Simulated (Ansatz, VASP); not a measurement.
## Ca3Sn3N2: VASP beside Ansatz

File INCAR:

```
SYSTEM = Ca3Sn3N2
PREC = Accurate
ENCUT = 600
EDIFF = 1E-7
ISMEAR = 0
SIGMA = 0.2
LREAL = .FALSE.
LASPH = .TRUE.
NELM = 80
ALGO = Normal
ISIF = 3
LWAVE = .FALSE.
LCHARG = .FALSE.
GGA = PE
IBRION = 2
NSW = 36
EDIFFG = -0.08
```

KPOINTS

```
regular mesh
0
G
  5 5 2
  0 0 0
```

The input POSCAR:

```
Ca3Sn3N2
1.0
    3.5000000000      0.0000000000      0.0000000000
    0.0000000000      3.5000000000      0.0000000000
    0.0000000000      0.0000000000     13.8000000000
Ca Sn N
3 3 2
Direct
    0.0000000000      0.0000000000      0.0000000000
    0.5000000000      0.5000000000      0.8350000000
    0.5000000000      0.5000000000      0.1650000000
    0.0000000000      0.0000000000      0.6500000000
    0.0000000000      0.0000000000      0.3500000000
    0.5000000000      0.5000000000      0.5000000000
    0.0000000000      0.0000000000      0.8250000000
    0.0000000000      0.0000000000      0.1750000000
```

Input for Ansatz:

```yaml
crystal:
  lattice:
    - [3.5, 0.0, 0.0]
    - [0.0, 3.5, 0.0]
    - [0.0, 0.0, 13.8]
  atoms:
    - { symbol: Ca, position: [0.0, 0.0, 0.0] }
    - { symbol: Ca, position: [0.5, 0.5, 0.835] }
    - { symbol: Ca, position: [0.5, 0.5, 0.165] }
    - { symbol: Sn, position: [0.0, 0.0, 0.65] }
    - { symbol: Sn, position: [0.0, 0.0, 0.35] }
    - { symbol: Sn, position: [0.5, 0.5, 0.5] }
    - { symbol: "N", position: [0.0, 0.0, 0.825] }
    - { symbol: "N", position: [0.0, 0.0, 0.175] }
basis:
  ecutwfc: 420
kpoints:
  mp_grid: { grid: [5, 5, 2] }
hamiltonian:
  xc: pbe
scf:
  occupations: { method: gaussian, width: 0.2 }
  lower_state_search: "off"
output:
  forces: true
  stress: true
  eigenvalues: true
relax:
  adjacent_minimum: "off"
  f_tol: 0.08
  max_steps: 16
  cell: { stress_tol: 0.8 }
```

Alike in both runs: task relaxation of cell and atoms; functional PBE; k mesh 5 × 5 × 2; occupations gaussian, width 0.2 eV; no spin polarisation.

```csv
,VASP,Ansatz
version,VASP 6.6.1,Ansatz 0.2.0
potentials or method,"VASP PAW PBE potentials, release 64 (Ca_sv, Sn_d, N), cutoff 600 eV","scalar-relativistic, plane waves, PAW"
valence electrons in the cell,82,82
```

|  | VASP | Ansatz | Ansatz less VASP |
| --- | --- | --- | --- |
| gap on the k mesh at the Fermi level, each at its own relaxed structure (eV) | none | none | - |
| relaxed volume (Å³/atom) | 22.34 | 22.28 | -0.060 |
| relaxed length of the cell vector where the two differ most in proportion (Å) | 13.419 | 13.380 | -0.0393 |

A gap of «none» marks a metal or a gap that the smearing closes.
